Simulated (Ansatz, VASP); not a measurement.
# One calculation of CaSe, two programs

```
CELL_PARAMETERS angstrom
0.00000 2.93445 2.93445
2.93445 0.00000 2.93445
2.93445 2.93445 0.00000
ATOMIC_POSITIONS crystal
Ca 0.00000 0.00000 0.00000
Se 0.50000 0.50000 0.50000
```

Alike in both runs: task single point; functional PBEsol; k mesh 6 × 6 × 6; no spin polarisation.

|  | VASP | Ansatz |
| --- | --- | --- |
| version | VASP 6.6.1 | Ansatz 0.2.0 |
| potentials or method | VASP PAW PBE potentials, release 64 (Ca_sv, Se) | PAW with Ansatz's default frozen-core files, scalar-relativistic |
| plane-wave cutoff (eV) | 520 | 420 |
| occupations | gaussian, width 0.01 eV | fixed |
| valence electrons in the cell | 16 | 26 |

Ansatz gave:

| Quantity | Value |
| --- | --- |
| gap on the k mesh at the Fermi level (eV) | 1.88 |
| pressure (GPa) | 0.0 |

Task: Which values does VASP return?

Result: gap on the k mesh at the Fermi level (eV): 1.87; pressure (GPa): 0.2.

VASP's potentials were made for PBE, not for PBEsol. VASP's potentials hold 16 valence electrons a cell and Ansatz's 26, so a difference there can come from the potentials and not from the codes.
